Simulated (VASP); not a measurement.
# Ru (Cmcm) in VASP: further runs

The runs below take Ru through single point, with PBEsol.

All numbers are computed with VASP 6.6.1; they aren't measurements. Logs are shortened: lines on timing, memory, paths and dates and some standing lists are left out, and cuts for length are marked.

## Step 1: The cell of the first run

It takes space group Cmcm (No. 63, orthorhombic). Conventional cell: a = 2.725 Å, b = 4.721 Å, c = 4.252 Å, α = 90.00°, β = 90.00°, γ = 90.00°. Ru (site symmetry m2m) has 12 Ru at 2.59 to 2.73 Å within 3.4 Å.

## Step 2: Single point, PBEsol (atoms displaced along a vibrational mode, the cell strained)

Input file INCAR:

```
ALGO     = Fast           # electronic algorithm
EDIFF    = 1E-6           # SCF threshold, eV
ENCUT    = 520            # plane-wave cutoff, eV
GGA      = PS             # functional
ISIF     = 2              # what is computed and relaxed
ISMEAR   = 0              # smearing method
LASPH    = T              # aspherical terms in the spheres
LCHARG   = F              # write CHGCAR
LREAL    = F              # projectors in reciprocal space
LWAVE    = F              # write WAVECAR
NBANDS   = 21             # bands
NELM     = 80             # most SCF steps
PREC     = Accurate       # precision mode
SIGMA    = 0.15           # smearing width, eV
```

Input file KPOINTS:

```
k-points
0
Gamma
  18 18 10
```

Input file POSCAR:

```
Ru
1.0
    2.7254575605      0.0000000000      0.0000000000
   -1.3627287802      2.3603154843      0.0000000000
    0.0000000000      0.0000000000      4.2523798378
Ru
2
Direct
    0.3433576522      0.6867153044      0.2500000000
    0.6566423478      0.3132846956      0.7500000000
```

Potentials or basis: VASP PAW PBE potentials, release 64 (Ru_pv).

On the command line:

```console
> cat potpaw_PBE.64/Ru_pv/POTCAR > POTCAR
> mpirun -np 1 vasp_std > vasp.out
```

OUTCAR:

```text
EDIFF = 1E-6
   ENCUT = 520
   GGA = PS
   ISIF = 2
   ISMEAR = 0
   LASPH = T
   LREAL = F
   NELM = 80
   PREC = Accurate

 ion  position               nearest neighbor table
   1  0.343  0.687  0.250-   2 2.59   2 2.59   2 2.67   2 2.67   2 2.67   2 2.67
   2  0.657  0.313  0.750-   1 2.59   1 2.59   1 2.67   1 2.67   1 2.67   1 2.67

  LATTYP: Found a hexagonal cell.
 ALAT       =     2.7254575605
 C/A-ratio  =     1.5602443786

  Lattice vectors:

 A1 = (   2.7254575605,   0.0000000000,   0.0000000000)
 A2 = (  -1.3627287802,   2.3603154843,   0.0000000000)
 A3 = (   0.0000000000,   0.0000000000,   4.2523798378)

Analysis of symmetry for initial positions (statically):
=====================================================================
 Subroutine PRICEL returns:
 Original cell was already a primitive cell.

 Routine SETGRP: Setting up the symmetry group for a
 hexagonal supercell.

 Subroutine GETGRP returns: Found  8 space group operations
 (whereof  4 operations were pure point group operations)
 out of a pool of 24 trial point group operations.

The static configuration has the point symmetry C_2h.
 The point group associated with its full space group is D_2h.

Analysis of symmetry for dynamics (positions and initial velocities):
=====================================================================
 Subroutine PRICEL returns:
 Original cell was already a primitive cell.

 Routine SETGRP: Setting up the symmetry group for a
 hexagonal supercell.

 Subroutine GETGRP returns: Found  8 space group operations
 (whereof  4 operations were pure point group operations)
 out of a pool of 24 trial point group operations.

The dynamic configuration has the point symmetry C_2h.
 The point group associated with its full space group is D_2h.

 Subroutine INISYM returns: Found  8 space group operations
 (whereof  4 operations are pure point group operations),
 and found     1 'primitive' translations

----------------------------------------------------------------------------------------

                                     Primitive cell

  volume of cell :      27.3553

  direct lattice vectors                    reciprocal lattice vectors
     2.725457561  0.000000000  0.000000000     0.366910868  0.211836089  0.000000000
    -1.362728780  2.360315484  0.000000000     0.000000000  0.423672177  0.000000000
     0.000000000  0.000000000  4.252379838     0.000000000  0.000000000  0.235162436

  length of vectors
     2.725457561  2.725457560  4.252379838     0.423672177  0.423672177  0.235162436

  position of ions in fractional coordinates (direct lattice)
     0.343357652  0.686715304  0.250000000
     0.656642348  0.313284696  0.750000000

  ion indices of the primitive-cell ions
   primitive index   ion index
                 1           1
                 2           2

----------------------------------------------------------------------------------------

 KPOINTS: k-points

Automatic generation of k-mesh.
 Grid dimensions read from file:
 generate k-points for:   18   18   10

 Generating k-lattice:

  Cartesian coordinates                     Fractional coordinates (reciprocal lattice)
     0.020383937  0.011768672  0.000000000     0.055555556 -0.000000000  0.000000000
     0.000000000  0.023537343  0.000000000     0.000000000  0.055555556  0.000000000
     0.000000000  0.000000000  0.023516244     0.000000000  0.000000000  0.100000000

  Length of vectors
     0.023537343  0.023537343  0.023516244

  Shift w.r.t. Gamma in fractional coordinates (k-lattice)
     0.000000000  0.000000000  0.000000000

 Subroutine IBZKPT returns following result:
 ===========================================

 Found    546 irreducible k-points:

 Following reciprocal coordinates:
            Coordinates               Weight
  0.000000  0.000000  0.000000      1.000000
  0.055556  0.000000  0.000000      4.000000
  0.000000  0.055556  0.000000      2.000000
  0.111111  0.000000  0.000000      4.000000
  0.000000  0.111111  0.000000      2.000000
  0.166667  0.000000  0.000000      4.000000
[... 16 lines left out ...]
 -0.055556  0.166667  0.000000      4.000000
 -0.166667  0.111111  0.000000      4.000000
 [... further k-points ...]
   k-points           NKPTS =    546   k-points in BZ     NKDIM =    546   number of bands    NBANDS=     21
   number of dos      NEDOS =    301   number of ions     NIONS =      2
   total plane-waves  NPLWV =  12800
   dimension x,y,z NGX =    20 NGY =   20 NGZ =   32
   dimension x,y,z NGXF=    40 NGYF=   40 NGZF=   64
   ions per type =               2
   NGX,Y,Z   is equivalent  to a cutoff of  12.20, 12.20, 12.51 a.u.
   NGXF,Y,Z  is equivalent  to a cutoff of  24.40, 24.40, 25.02 a.u.
 SYSTEM =  unknown system
   PREC   = accura    normal or accurate (medium, high low for compatibility)
   ISTART =      0    job   : 0-new  1-cont  2-samecut
   ICHARG =      2    charge: 1-file 2-atom 10-const
   ISPIN  =      1    spin polarized calculation?
   LNONCOLLINEAR =      F non collinear calculations
   LSORBIT =      F    spin-orbit coupling
   LASPH  =      T    aspherical Exc in radial PAW
   ENCUT  =  520.0 eV  38.22 Ry    6.18 a.u.   5.07  5.07  7.91*2*pi/ulx,y,z
   NELM   =     80;   NELMIN=  2; NELMDL= -5     # of ELM steps
   EDIFF  = 0.1E-05   stopping-criterion for ELM
   LREAL  =      F    real-space projection
   EDIFFG = 0.1E-04   stopping-criterion for IOM
   NSW    =      0    number of steps for IOM
   IBRION =     -1    ionic relax: 0-MD 1-quasi-New 2-CG
   NFREE  =      0    steps in history (QN), initial steepest desc. (CG)
   ISIF   =      2    stress and relaxation
   ISYM   =      2    0-nonsym 1-usesym 2-fastsym
   POTIM  = 0.5000    time-step for ionic-motion
   TEBEG  =    0.0;   TEEND  =   0.0 temperature during run
   PSTRESS=    0.0 pullay stress
   NELECT =      28.0000    total number of electrons
   NUPDOWN=      -1.0000    fix difference up-down
   EMIN   =  10.00;   EMAX   =-10.00  energy-range for DOS
   EFERMI =   0.00;   METHOD = LEGACY
   ISMEAR =     0;   SIGMA  =   0.15  broadening in eV -4-tet -1-fermi 0-gaus
   EFERMI_NEDOS =   21; number of points for ismear=-14 and -15
   IALGO  =     68    algorithm
   IMIX   =      4    mixing-type and parameters
     AMIX     =   0.40;   BMIX     =  1.00
     AMIX_MAG =   1.60;   BMIX_MAG =  1.00
  volume/ion in A,a.u.               =      13.68        92.30
  Fermi-wavevector in a.u.,A,eV,Ry     =   1.649860  3.117783 37.035559  2.722037
  Thomas-Fermi vector in A             =   2.738908
   LORBIT       =      0    0 simple, 1 ext, 2 COOP (PROOUT), +10 PAW based schemes
   GGA     = PS    functional components
   LHFCALC =     F    Hartree Fock is set to
   AEXX    =    0.0000 exact exchange contribution
   IVDW    =     0    specifies the selected vdW correction
   LEPSILON=     F    determine dielectric tensor
   LRPA    =     F    only Hartree local field effects (RPA)
 non-spin polarized calculation
 RMM-DIIS sequential band-by-band and
 Gauss-broadening in eV      SIGMA  =   0.15
  energy-cutoff  :      520.00
  volume of cell :       27.36
 maximum number of plane-waves:       751
   NGX = 11   NGY = 11   NGZ = 15

 number of electron      28.0000003 magnetization

 Free energy of the ion-electron system (eV)
  ---------------------------------------------------
  ext. energy  EPLUGINS =         0.00000000
  ---------------------------------------------------
  free energy    TOTEN  =       -20.29622589 eV

  energy without entropy =      -20.27636761  energy(sigma->0) =      -20.28629675

 E-fermi :  12.5736     XC(G=0): -14.2327

 val. band max:       12.5731518601   @ k =  -0.1667   0.4444   0.0000
 cond. band min:      12.5753727914   @ k =   0.1111   0.0556   0.4000
 fundamental gap:      0.0022209313
 Fermi energy:        12.5736095266

 k-point     1 :       0.0000    0.0000    0.0000
  band No.  band energies     occupation
      1     -31.0327      2.00000
      2     -30.1385      2.00000
      3     -30.0710      2.00000
      4     -29.9357      2.00000
      5     -29.9182      2.00000
      6     -29.8640      2.00000
[... 13 lines left out ...]
     20      22.8633      0.00000
     21      23.0303      0.00000

 k-point     2 :       0.0556    0.0000    0.0000
  band No.  band energies     occupation
      1     -31.0227      2.00000
      2     -30.1493      2.00000
      3     -30.0888      2.00000
      4     -29.9550      2.00000
      5     -29.9236      2.00000
      6     -29.8687      2.00000
[... 13 lines left out ...]
     20      22.8631      0.00000
     21      23.0189      0.00000

 k-point     3 :       0.0000    0.0556    0.0000
  band No.  band energies     occupation
      1     -31.0215      2.00000
      2     -30.1590      2.00000
      3     -30.0795      2.00000
      4     -29.9410      2.00000
      5     -29.9373      2.00000
      6     -29.8700      2.00000
[... 13 lines left out ...]
     20      22.8631      0.00000
     21      23.0182      0.00000

 k-point     4 :       0.1111    0.0000    0.0000
  band No.  band energies     occupation
      1     -30.9935      2.00000
      2     -30.1894      2.00000
      3     -30.1307      2.00000
      4     -30.0154      2.00000
      5     -29.9339      2.00000
      6     -29.8827      2.00000
[... 13 lines left out ...]
     20      22.8631      0.00000
     21      22.9853      0.00000

 k-point     5 :       0.0000    0.1111    0.0000
  band No.  band energies     occupation
      1     -30.9886      2.00000
      2     -30.2179      2.00000
      3     -30.1029      2.00000
      4     -30.0062      2.00000
      5     -29.9429      2.00000
      6     -29.8882      2.00000
[... 13 lines left out ...]
     20      22.8631      0.00000
     21      22.9838      0.00000
[... 382 lines left out ...]
     20      22.8631      0.00000
     21      22.9974      0.00000

 k-point    22 :       0.1111    0.0556    0.0000
  band No.  band energies     occupation
      1     -30.9616      2.00000
      2     -30.2486      2.00000
      3     -30.1602      2.00000
      4     -30.0519      2.00000
      5     -29.9517      2.00000
      6     -29.9007      2.00000
[... 13 lines left out ...]
     20      22.8630      0.00000
     21      22.9558      0.00000

 k-point    23 :      -0.0556    0.1667    0.0000
  band No.  band energies     occupation
      1     -30.9578      2.00000
      2     -30.2649      2.00000
      3     -30.1429      2.00000
      4     -30.0509      2.00000
      5     -29.9541      2.00000
      6     -29.9049      2.00000
[... 13 lines left out ...]
     20      22.8630      0.00000
     21      22.9560      0.00000

 k-point    24 :      -0.1667    0.1111    0.0000
  band No.  band energies     occupation
      1     -30.9674      2.00000
      2     -30.2182      2.00000
      3     -30.1799      2.00000
      4     -30.0700      2.00000
      5     -29.9439      2.00000
      6     -29.8943      2.00000
[... 13 lines left out ...]
     20      22.8630      0.00000
     21      22.9587      0.00000

 [... further k-points ...]

------------------------ aborting loop because EDIFF is reached ----------------------------------------

  FORCE on cell =-STRESS in cart. coord.  units (eV):
  Direction    XX          YY          ZZ          XY          YZ          ZX
  --------------------------------------------------------------------------------------
  -------------------------------------------------------------------------------------
  Total       -1.9419213     -1.4475911     -0.7092506     -0.0000000     -0.0000000      0.0000000
  in kB     -113.7367160    -84.7842047    -41.5402158     -0.0000000     -0.0000000      0.0000000
  external PRESSURE =     -80.0203788 kB  Pullay stress =       0.0000000 kB

 VOLUME and BASIS-vectors are now :
 -----------------------------------------------------------------------------
  energy-cutoff  :      520.00
  volume of cell :       27.36
      direct lattice vectors                 reciprocal lattice vectors
     2.725457561  0.000000000  0.000000000     0.366910868  0.211836089  0.000000000
    -1.362728780  2.360315484  0.000000000     0.000000000  0.423672177  0.000000000
     0.000000000  0.000000000  4.252379838     0.000000000  0.000000000  0.235162436

 POSITION                                       TOTAL-FORCE (eV/Angst)
 -----------------------------------------------------------------------------------
      0.00000      1.62086      1.06309        -0.000000     -0.654976      0.000000
      1.36273      0.73945      3.18928         0.000000      0.654976      0.000000
 -----------------------------------------------------------------------------------
    total drift:                                0.000000      0.000000     -0.000000

  FREE ENERGIE OF THE ION-ELECTRON SYSTEM (eV)
  ---------------------------------------------------
  free  energy   TOTEN  =       -20.2962258885 eV

  energy  without entropy=      -20.2763676096  energy(sigma->0) =      -20.28629675
```

It took 3.5 min on 1 thread of Intel Xeon Platinum 8259CL at 2.50GHz (Skylake/Cascade Lake), shared host; peak memory 0.34 GiB.

What came out:

```yaml
Free_energy: -20.2962 eV
Pressure: -8.0 GPa
Largest_force: 0.655 eV/Å
Band_gap_on_the_k_mesh: zero (bands 14 and 15 overlap by 3.04 eV)
```

Forces on the atoms (eV/Å):
```
Ru   0.000 -0.655  0.000
Ru   0.000  0.655  0.000
```

Stress tensor (GPa, compression positive):
```
-11.37   0.00   0.00
  0.00  -8.48   0.00
  0.00   0.00  -4.15
```

Levels at points of the mesh, in eV from the Fermi level:
| k point | band 11 | band 12 | band 13 | band 14 | band 15 | band 16 | band 17 | band 18 |
| --- | --- | --- | --- | --- | --- | --- | --- | --- |
| (0.00, 0.00, 0.00) | -2.40 | -1.98 | -1.76 | -1.69 | -1.18 | 0.84 | 1.38 | 1.48 |
| (0.50, 0.00, 0.00) | -1.79 | -1.75 | -1.46 | 1.38 | 1.72 | 1.94 | 3.82 | 6.12 |
| (0.00, 0.50, 0.00) | -2.38 | -2.11 | -1.49 | 1.25 | 1.86 | 1.89 | 4.28 | 5.69 |
| (0.00, 0.00, 0.50) | -2.76 | -2.76 | -2.62 | -2.62 | 0.43 | 0.43 | 0.65 | 0.65 |
| (0.50, 0.00, 0.50) | -1.10 | -1.10 | 0.27 | 0.27 | 1.61 | 1.61 | 3.49 | 3.49 |
| (0.00, 0.50, 0.50) | -1.07 | -1.07 | 0.75 | 0.75 | 1.58 | 1.58 | 2.99 | 2.99 |

Caveat: the cell differs from its parent crystal (atoms displaced along a vibrational mode, the cell strained); the stress differs along the axes, from -11 to -4 GPa; the PAW data sets were made with another functional, which shifts forces and pressure a little.

## Step 3: Single point, PBEsol (atoms displaced along a vibrational mode, the cell strained)

Input file INCAR:

```
SYSTEM = Ru
PREC = Accurate
ENCUT = 520
EDIFF = 1E-6
ISMEAR = 0
SIGMA = 0.15
LREAL = .False.
LASPH = .True.
NELM = 60
ALGO = Fast
ISIF = 2
LWAVE = .False.
LCHARG = .False.
GGA = PS
NBANDS = 21
```

Input file KPOINTS:

```
Automatic mesh
0
Gamma
  18 18 10
  0 0 0
```

Input file POSCAR:

```
Ru
1.0
    2.7254575605      0.0000000000      0.0000000000
   -1.3627287802      2.3603154843      0.0000000000
    0.0000000000      0.0000000000      4.2523798378
Ru
2
Direct
    0.3233090145      0.6466180290      0.2500000000
    0.6766909855      0.3533819710      0.7500000000
```

Potentials or basis: VASP PAW PBE potentials, release 64 (Ru_pv).

On the command line:

```console
> cat potpaw_PBE.64/Ru_pv/POTCAR > POTCAR
> mpirun -np 1 vasp_std > vasp.out
```

It took 4.4 min on 1 thread of Intel Xeon Platinum 8259CL at 2.50GHz (Skylake/Cascade Lake), shared host; peak memory 0.34 GiB.

It converged, with:

- Free energy: -20.2949 eV
- Pressure: -8.0 GPa
- Largest force: 0.696 eV/Å
- Band gap on the k mesh: zero (bands 14 and 15 overlap by 3.13 eV)

Forces in eV/Å, atoms in the order of the input:
```
Ru   0.000  0.696  0.000
Ru   0.000 -0.696  0.000
```

Stress tensor (GPa, compression positive):
```
 -8.39   0.00   0.00
  0.00 -11.50   0.00
  0.00   0.00  -4.17
```

Levels at points of the mesh, in eV from the Fermi level:
```tsv
k point	band 10	band 11	band 12	band 13	band 14	band 15	band 16	band 17	band 18	band 19
(0.00, 0.00, 0.00)	-2.51	-2.44	-1.84	-1.78	-1.77	-1.17	0.83	1.39	1.50	10.22
(0.50, 0.00, 0.00)	-3.02	-2.18	-1.99	-1.51	1.29	1.81	1.86	4.12	5.84	11.19
(0.00, 0.50, 0.00)	-3.20	-1.63	-1.58	-1.39	1.43	1.68	2.05	3.68	6.26	10.50
(0.00, 0.00, 0.50)	-2.84	-2.73	-2.73	-2.64	-2.64	0.43	0.43	0.64	0.64	10.29
(0.50, 0.00, 0.50)	-4.49	-1.05	-1.05	0.60	0.60	1.59	1.59	3.16	3.16	10.26
(0.00, 0.50, 0.50)	-4.44	-1.14	-1.14	0.09	0.09	1.62	1.62	3.66	3.66	10.03
```

Caveat: the cell differs from its parent crystal (atoms displaced along a vibrational mode, the cell strained); the stress differs along the axes, from -12 to -4 GPa; the PAW data sets were made with another functional, which shifts forces and pressure a little.

[end of part 1 of 2]
